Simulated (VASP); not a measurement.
Input of a VASP 6.6.1 run:

INCAR

```
ALGO = Normal ; EDIFF = 1E-6
ENCUT = 520 ; GGA = PE
ISIF = 2 ; ISMEAR = -1
LASPH = True ; LCHARG = True
LELF = True ; LREAL = False
LVHAR = True ; LWAVE = False
NBANDS = 18 ; NELM = 60
PREC = Accurate ; SIGMA = 0.03
```

KPOINTS

```
k-points
0
Gamma
  13 13 13
```

Contents of POSCAR:

```
Lu
1.0
    3.2028314110      0.0000000000      0.0000000000
    0.0000000000      3.2028314110      0.0000000000
    0.0000000000      0.0000000000      3.2028314110
Lu
1
Direct
    0.0000000000      0.0000000000      0.0000000000
```

Potentials or basis: VASP PAW PBE potentials, release 64 (Lu).

The run is started by

```bash
$ cat potpaw_PBE.64/Lu/POTCAR > POTCAR
$ mpirun -np 1 vasp_std > vasp.out
```

Problem. Predict the band gap on the k mesh.

Solution. Zero (an odd number of electrons rules out a gap without spin polarisation).

Problem. Estimate the pressure.

Solution. 0.1 GPa.

Caveat: spin-orbit coupling is left out, which moves the levels of the heavy elements.
